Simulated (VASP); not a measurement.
Write the native input for VASP 6.6.1 that does the following.

| Property | Result |
| --- | --- |
| Task | single point |
| Functional | PBE |
| Potentials or basis | VASP PAW PBE potentials, release 64 (Cs_sv, Cl, H) |
| Cutoff | 400 eV |
| k mesh | 2 × 2 × 2 |
| Occupations | gaussian, width 0.02 eV |
| Spin | collinear spin |
| Starting moments | [0.0, 0.0, 0.0, 0.0, 0.0, 0.0, 0.0, 0.0, 0.0, 0.0, 0.0, 0.0, 0.0, 0.0, 0.0, 0.14, 0.59] μB |
| Dipole correction | no |
| Further INCAR settings | ALGO = Normal; EDIFF = 1e-06; NBANDS = 82 |

The structure of Cs8HCl8 (a cell with a defect) lies in POSCAR:

```
Cs8HCl8
1.0
    0.0000000000     -8.4058580770      0.0000000000
    0.0000000000     -4.2029290385     -8.4058580770
    8.4058580770     -4.2029290385      0.0000000000
Cs Cl H
8 8 1
Direct
    0.4971360403      0.0006558521      0.0009601637
    1.0026746732      0.0010985196      0.0011791777
    0.2501964084      0.4985927625      0.0026375653
    0.7464224880      0.4993195176      0.0028851308
    0.2534250496      0.0011248108      0.4986644982
    0.5027854338      0.4985958556      0.4973698059
    0.7479757501      0.0006955863      0.4988041627
   -0.0007538790      0.4993441433      0.4971195042
    0.5006328279      0.2478936690      0.2500230174
    0.0005941690      0.2479661185      0.2499058372
    0.2479491660      0.7520935926      0.2518218819
    0.7498035825      0.7521717524      0.2481412345
    0.2529020810      0.2444720076      0.7499723338
    0.4963809717      0.7560613017      0.7499769735
    0.7367882545      0.2759008038      0.7500550143
    0.0166122838      0.7149606792      0.7500667918
   -0.1133342951      0.9738902233     -0.2499179716
```

The input as run:

INCAR

```
ALGO = Normal
EDIFF = 1E-6
ENCUT = 400
GGA = PE
GGA_COMPAT = False
ISIF = 2
ISMEAR = 0
ISPIN = 2
LASPH = True
LCHARG = False
LORBIT = 11
LREAL = False
LWAVE = False
MAGMOM = 0 0 0 0 0 0 0 0 0 0 0 0 0 0 0 0.14 0.59
NBANDS = 82
NELM = 200
PREC = Accurate
SIGMA = 0.02
```

KPOINTS

```
k-points
0
Gamma
  2 2 2
```

Potentials or basis: VASP PAW PBE potentials, release 64 (Cs_sv, Cl, H).

Launch:

```bash
$ cat potpaw_PBE.64/Cs_sv/POTCAR potpaw_PBE.64/Cl/POTCAR potpaw_PBE.64/H/POTCAR > POTCAR
$ mpirun -np 1 vasp_std > vasp.out
```

Results of the run:

The pressure is 0.4 GPa, the largest force is 0.021 eV/Å and the band gap on the k mesh is 1.72 eV. The net moment is 1.00 μB per cell, the site moments are Cs +0.01, +0.00 (each value once); Cl +0.00, +0.07, +0.14 (each value once); H +0.29 μB and the valence electrons inside the program's atomic spheres are Cs 6.58; Cl 5.13, 5.12, 5.11 (each value once); H 0.43.

Caveat: the k points lie up to 0.46 Å⁻¹ apart; spin-orbit coupling is left out, which moves the levels of the heavy elements.

It took 6.8 min on 1 thread of Intel(R) Xeon(R) 6975P-C (Granite Rapids) (shared host), peak memory 0.87 GiB.
